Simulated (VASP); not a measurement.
MoS2, 6 atoms in the cell. It takes space group P6_3/mmc (No. 194, hexagonal). The conventional cell has a = 3.110 Å, b = 3.110 Å, c = 12.822 Å, α = 90.00°, β = 90.00°, γ = 120.00°. Mo (site symmetry -6m2) has 6 S at 2.40 Å and 6 Mo at 3.11 Å within 3.2 Å. S (site symmetry 3m) has 3 Mo at 2.40 Å and 7 S at 3.11 to 3.18 Å within 3.2 Å. 

* Program: VASP 6.6.1
* Task: single point
* Functional: PBEsol
* Potentials or basis: VASP PAW PBE potentials, release 64 (Mo_sv, S)
* Cutoff: 520 eV
* k mesh: 12 × 12 × 2
* Occupations: methfessel-paxton, width 0.16 eV
* Spin: no spin polarisation
* Dipole correction: no
* Further INCAR settings: ALGO = Normal; EDIFF = 1e-07; NBANDS = 35

Potentials or basis: VASP PAW PBE potentials, release 64 (Mo_sv, S).

Launch:

```bash
$ cat potpaw_PBE.64/Mo_sv/POTCAR potpaw_PBE.64/S/POTCAR > POTCAR
$ mpirun -np 1 vasp_std > vasp.out
```

Hardware: 1 thread of Intel(R) Xeon(R) Platinum 8259CL CPU @ 2.50GHz (Skylake/Cascade Lake) (shared host).

Q: How long does it take, and how much memory?

A: It took 110 s on 1 thread of Intel(R) Xeon(R) Platinum 8259CL CPU @ 2.50GHz (Skylake/Cascade Lake), with other jobs on the host, peak memory 0.28 GiB. Counts: scf iterations 16, k points 38.
